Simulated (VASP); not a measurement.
# Si4W in VASP: a series of runs

The runs below take Si4W through single point, relaxation of cell and atoms, with PBE.

Program: VASP 6.6.1. These are calculated values, not measurements. Logs are shortened: lines on timing, memory, paths and dates and some standing lists are left out, and cuts for length are marked.

## Step 1: The cell of the first run

Symmetry: I4/mmm, No. 139, tetragonal system. Conventional cell: a = 3.329 Å, b = 3.329 Å, c = 12.706 Å, α = 90.00°, β = 90.00°, γ = 90.00°. Si (site symmetry 4mm) has 9 Si at 2.43 to 2.75 Å and 1 W at 2.68 Å within 3.2 Å. Si (site symmetry 4mm) has 6 Si at 2.43 to 2.75 Å and 4 W at 2.66 Å within 3.2 Å. W (site symmetry 4/mmm) has 10 Si at 2.66 to 2.68 Å and 4 W at 3.33 Å within 3.5 Å.

## Step 2: Single point, PBE

The input, INCAR:

```
PREC = Accurate
ENCUT = 520
EDIFF = 1E-6
ISMEAR = 0
SIGMA = 0.1
LREAL = False
LASPH = True
NELM = 80
ALGO = Normal
ISIF = 2
LWAVE = False
LCHARG = False
GGA = PE
NBANDS = 23
```

The input, KPOINTS:

```
regular mesh
0
Gamma
  14 14 14
```

The input, POSCAR:

```
Si4W
1.0
   -1.6647035569      1.6647035569      6.3529287443
    1.6647035569     -1.6647035569      6.3529287443
    1.6647035569      1.6647035569     -6.3529287443
Si W
4 1
Direct
    0.2106375143      0.2106375143      0.0000000000
    0.7893624857      0.7893624857      0.0000000000
    0.4019594685      0.4019594685      0.0000000000
    0.5980405315      0.5980405315      0.0000000000
    0.0000000000      0.0000000000      0.0000000000
```

Potentials or basis: VASP PAW PBE potentials, release 64 (Si, W_sv).

Launch:

```bash
> cat potpaw_PBE.64/Si/POTCAR potpaw_PBE.64/W_sv/POTCAR > POTCAR
> mpirun -np 1 vasp_std > vasp.out
```

OUTCAR:

```text
PREC = Accurate
   ENCUT = 520
   EDIFF = 1E-6
   ISMEAR = 0
   LREAL = False
   LASPH = True
   NELM = 80
   ISIF = 2
   GGA = PE

 ion  position               nearest neighbor table
   1  0.211  0.211  0.000-   3 2.43   2 2.56   2 2.56   2 2.56   2 2.56   5 2.68   4 2.75   4 2.75
                             4 2.75   4 2.75
   2  0.789  0.789  0.000-   4 2.43   1 2.56   1 2.56   1 2.56   1 2.56   5 2.68   3 2.75   3 2.75
                             3 2.75   3 2.75
   3  0.402  0.402  0.000-   1 2.43   4 2.49   5 2.66   5 2.66   5 2.66   5 2.66   2 2.75   2 2.75
                             2 2.75   2 2.75
   4  0.598  0.598  0.000-   2 2.43   3 2.49   5 2.66   5 2.66   5 2.66   5 2.66   1 2.75   1 2.75
                             1 2.75   1 2.75
   5  0.000  0.000  0.000-   4 2.66   4 2.66   4 2.66   3 2.66   4 2.66   3 2.66   3 2.66   3 2.66
                             1 2.68   2 2.68

  LATTYP: Found a body centered tetragonal cell.
 ALAT       =     3.3294071138
 C/A-ratio  =     3.8162522799

  Lattice vectors:

 A1 = (  -1.6647035569,   1.6647035569,   6.3529287443)
 A2 = (   1.6647035569,  -1.6647035569,   6.3529287443)
 A3 = (   1.6647035569,   1.6647035569,  -6.3529287443)

Analysis of symmetry for initial positions (statically):
=====================================================================
 Subroutine PRICEL returns:
 Original cell was already a primitive cell.

 Routine SETGRP: Setting up the symmetry group for a
 body centered tetragonal supercell.

 Subroutine GETGRP returns: Found 16 space group operations
 (whereof 16 operations were pure point group operations)
 out of a pool of 16 trial point group operations.

The static configuration has the point symmetry D_4h.

Analysis of symmetry for dynamics (positions and initial velocities):
=====================================================================
 Subroutine PRICEL returns:
 Original cell was already a primitive cell.

 Routine SETGRP: Setting up the symmetry group for a
 body centered tetragonal supercell.

 Subroutine GETGRP returns: Found 16 space group operations
 (whereof 16 operations were pure point group operations)
 out of a pool of 16 trial point group operations.

The dynamic configuration has the point symmetry D_4h.

 Subroutine INISYM returns: Found 16 space group operations
 (whereof 16 operations are pure point group operations),
 and found     1 'primitive' translations

----------------------------------------------------------------------------------------

                                     Primitive cell

  volume of cell :      70.4219

  direct lattice vectors                    reciprocal lattice vectors
    -1.664703557  1.664703557  6.352928744     0.000000000  0.300353776  0.078703858
     1.664703557 -1.664703557  6.352928744     0.300353776  0.000000000  0.078703858
     1.664703557  1.664703557 -6.352928744     0.300353776  0.300353776  0.000000000

  length of vectors
     6.775114722  6.775114722  6.775114722     0.310494264  0.310494264  0.424764384

  position of ions in fractional coordinates (direct lattice)
     0.210637514  0.210637514  0.000000000
     0.789362486  0.789362486  0.000000000
     0.401959469  0.401959469  0.000000000
     0.598040531  0.598040531  0.000000000
     0.000000000  0.000000000  0.000000000

  ion indices of the primitive-cell ions
   primitive index   ion index
                 1           1
                 2           2
                 3           3
                 4           4
                 5           5

----------------------------------------------------------------------------------------

 KPOINTS: regular mesh

Automatic generation of k-mesh.
 Grid dimensions read from file:
 generate k-points for:   14   14   14

 Generating k-lattice:

  Cartesian coordinates                     Fractional coordinates (reciprocal lattice)
     0.000000000  0.021453841  0.005621704     0.071428571 -0.000000000  0.000000000
     0.021453841  0.000000000  0.005621704    -0.000000000  0.071428571  0.000000000
     0.021453841  0.021453841  0.000000000     0.000000000  0.000000000  0.071428571

  Length of vectors
     0.022178162  0.022178162  0.030340313

  Shift w.r.t. Gamma in fractional coordinates (k-lattice)
     0.000000000  0.000000000  0.000000000

 Subroutine IBZKPT returns following result:
 ===========================================

 Found    244 irreducible k-points:

 Following reciprocal coordinates:
            Coordinates               Weight
  0.000000  0.000000  0.000000      1.000000
  0.071429 -0.000000  0.000000      8.000000
  0.142857 -0.000000  0.000000      8.000000
  0.214286  0.000000  0.000000      8.000000
  0.285714  0.000000  0.000000      8.000000
  0.357143  0.000000  0.000000      8.000000
[... 16 lines left out ...]
  0.214286  0.142857  0.000000     16.000000
  0.285714  0.142857  0.000000     16.000000
 [... further k-points ...]
   k-points           NKPTS =    244   k-points in BZ     NKDIM =    244   number of bands    NBANDS=     23
   number of dos      NEDOS =    301   number of ions     NIONS =      5
   total plane-waves  NPLWV = 125000
   dimension x,y,z NGX =    50 NGY =   50 NGZ =   50
   dimension x,y,z NGXF=   100 NGYF=  100 NGZF=  100
   ions per type =               4   1
   NGX,Y,Z   is equivalent  to a cutoff of  12.27, 12.27, 12.27 a.u.
   NGXF,Y,Z  is equivalent  to a cutoff of  24.54, 24.54, 24.54 a.u.
 SYSTEM =  unknown system
   PREC   = accura    normal or accurate (medium, high low for compatibility)
   ISTART =      0    job   : 0-new  1-cont  2-samecut
   ICHARG =      2    charge: 1-file 2-atom 10-const
   ISPIN  =      1    spin polarized calculation?
   LNONCOLLINEAR =      F non collinear calculations
   LSORBIT =      F    spin-orbit coupling
   LASPH  =      T    aspherical Exc in radial PAW
   ENCUT  =  520.0 eV  38.22 Ry    6.18 a.u.  12.60 12.60 12.60*2*pi/ulx,y,z
   NELM   =     80;   NELMIN=  2; NELMDL= -5     # of ELM steps
   EDIFF  = 0.1E-05   stopping-criterion for ELM
   LREAL  =      F    real-space projection
   EDIFFG = 0.1E-04   stopping-criterion for IOM
   NSW    =      0    number of steps for IOM
   IBRION =     -1    ionic relax: 0-MD 1-quasi-New 2-CG
   NFREE  =      0    steps in history (QN), initial steepest desc. (CG)
   ISIF   =      2    stress and relaxation
   ISYM   =      2    0-nonsym 1-usesym 2-fastsym
   POTIM  = 0.5000    time-step for ionic-motion
   TEBEG  =    0.0;   TEEND  =   0.0 temperature during run
   PSTRESS=    0.0 pullay stress
   NELECT =      30.0000    total number of electrons
   NUPDOWN=      -1.0000    fix difference up-down
   EMIN   =  10.00;   EMAX   =-10.00  energy-range for DOS
   EFERMI =   0.00;   METHOD = LEGACY
   ISMEAR =     0;   SIGMA  =   0.10  broadening in eV -4-tet -1-fermi 0-gaus
   EFERMI_NEDOS =   21; number of points for ismear=-14 and -15
   IALGO  =     38    algorithm
   IMIX   =      4    mixing-type and parameters
     AMIX     =   0.40;   BMIX     =  1.00
     AMIX_MAG =   1.60;   BMIX_MAG =  1.00
  volume/ion in A,a.u.               =      14.08        95.05
  Fermi-wavevector in a.u.,A,eV,Ry     =   1.231816  2.327795 20.645095  1.517372
  Thomas-Fermi vector in A             =   2.366611
   LORBIT       =      0    0 simple, 1 ext, 2 COOP (PROOUT), +10 PAW based schemes
   GGA     = PE    functional components
   LHFCALC =     F    Hartree Fock is set to
   AEXX    =    0.0000 exact exchange contribution
   IVDW    =     0    specifies the selected vdW correction
   LEPSILON=     F    determine dielectric tensor
   LRPA    =     F    only Hartree local field effects (RPA)
 non-spin polarized calculation
 Gauss-broadening in eV      SIGMA  =   0.10
  energy-cutoff  :      520.00
  volume of cell :       70.42
 maximum number of plane-waves:      1916
   NGX = 25   NGY = 25   NGZ = 25

 number of electron      29.9999999 magnetization

 Free energy of the ion-electron system (eV)
  ---------------------------------------------------
  ext. energy  EPLUGINS =         0.00000000
  ---------------------------------------------------
  free energy    TOTEN  =       -33.80361156 eV

  energy without entropy =      -33.79377469  energy(sigma->0) =      -33.79869312

 E-fermi :  11.3536     XC(G=0): -11.8927

 val. band max:       11.3529599319   @ k =  -0.3571   0.5000   0.2857
 cond. band min:      11.3585225945   @ k =   0.5000   0.2857   0.0000
 fundamental gap:      0.0055626626
 Fermi energy:        11.3536381891

 k-point     1 :       0.0000    0.0000    0.0000
  band No.  band energies     occupation
      1     -63.1361      2.00000
      2     -27.3644      2.00000
      3     -27.3501      2.00000
      4     -27.3501      2.00000
      5      -3.3150      2.00000
      6       0.4948      2.00000
[... 15 lines left out ...]
     22      17.0949      0.00000
     23      17.0949      0.00000

 k-point     2 :       0.0714   -0.0000    0.0000
  band No.  band energies     occupation
      1     -63.1359      2.00000
      2     -27.3636      2.00000
      3     -27.3574      2.00000
      4     -27.3494      2.00000
      5      -3.2411      2.00000
      6       0.4396      2.00000
[... 15 lines left out ...]
     22      16.9564      0.00000
     23      17.2288      0.00000

 k-point     3 :       0.1429   -0.0000    0.0000
  band No.  band energies     occupation
      1     -63.1353      2.00000
      2     -27.3778      2.00000
      3     -27.3614      2.00000
      4     -27.3475      2.00000
      5      -3.0207      2.00000
      6       0.4342      2.00000
[... 15 lines left out ...]
     22      16.7389      0.00000
     23      17.4135      0.00000
[... 495 lines left out ...]
 k-point    23 :       0.2143    0.1429    0.0000
  band No.  band energies     occupation
      1     -63.1336      2.00000
      2     -27.4040      2.00000
      3     -27.3718      2.00000
      4     -27.3554      2.00000
      5      -2.3287      2.00000
      6       0.3956      2.00000
[... 15 lines left out ...]
     22      16.0071      0.00000
     23      16.6350      0.00000

 k-point    24 :       0.2857    0.1429    0.0000
  band No.  band energies     occupation
      1     -63.1326      2.00000
      2     -27.4360      2.00000
      3     -27.3685      2.00000
      4     -27.3519      2.00000
      5      -1.8261      2.00000
      6       0.6385      2.00000
[... 15 lines left out ...]
     22      16.0615      0.00000
     23      16.7403      0.00000

 [... further k-points ...]

------------------------ aborting loop because EDIFF is reached ----------------------------------------

  FORCE on cell =-STRESS in cart. coord.  units (eV):
  Direction    XX          YY          ZZ          XY          YZ          ZX
  --------------------------------------------------------------------------------------
  -------------------------------------------------------------------------------------
  Total        0.0121661      0.0121661     -0.0239787      0.0000000      0.0000000      0.0000000
  in kB        0.2767927      0.2767927     -0.5455433      0.0000000      0.0000000      0.0000000
  external PRESSURE =       0.0026807 kB  Pullay stress =       0.0000000 kB

 VOLUME and BASIS-vectors are now :
 -----------------------------------------------------------------------------
  energy-cutoff  :      520.00
  volume of cell :       70.42
      direct lattice vectors                 reciprocal lattice vectors
    -1.664703557  1.664703557  6.352928744     0.000000000  0.300353776  0.078703858
     1.664703557 -1.664703557  6.352928744     0.300353776  0.000000000  0.078703858
     1.664703557  1.664703557 -6.352928744     0.300353776  0.300353776  0.000000000

 POSITION                                       TOTAL-FORCE (eV/Angst)
 -----------------------------------------------------------------------------------
      0.00000      0.00000      2.67633        -0.000000     -0.000000      0.007629
      0.00000      0.00000     10.02953        -0.000000     -0.000000     -0.007629
      0.00000      0.00000      5.10724         0.000000      0.000000     -0.007145
      0.00000      0.00000      7.59862         0.000000      0.000000      0.007145
      0.00000      0.00000      0.00000         0.000000      0.000000     -0.000000
 -----------------------------------------------------------------------------------
    total drift:                                0.000000     -0.000000     -0.000000

  FREE ENERGIE OF THE ION-ELECTRON SYSTEM (eV)
  ---------------------------------------------------
  free  energy   TOTEN  =       -33.8036115571 eV

  energy  without entropy=      -33.7937746910  energy(sigma->0) =      -33.79869312
```

Wall time 25 min (1 thread of Intel Xeon Platinum 8259CL at 2.50GHz (Skylake/Cascade Lake), shared host); peak memory 0.58 GiB.

What came out:

```yaml
Free_energy: -33.8036 eV
Pressure: 0.0 GPa
Largest_force: 0.008 eV/Å
Band_gap_on_the_k_mesh: zero (bands 15 and 16 overlap by 2.17 eV)
```

Forces in eV/Å, atoms in the order of the input:
```
Si   0.000  0.000  0.008
Si   0.000  0.000 -0.008
Si   0.000  0.000 -0.007
Si   0.000  0.000  0.007
W    0.000  0.000  0.000
```

Stress tensor (GPa, compression positive):
```
 0.03  0.00  0.00
 0.00  0.03  0.00
 0.00  0.00 -0.05
```

Caveat: spin-orbit coupling is left out, which moves the levels of the heavy elements.

[end of part 1 of 2]
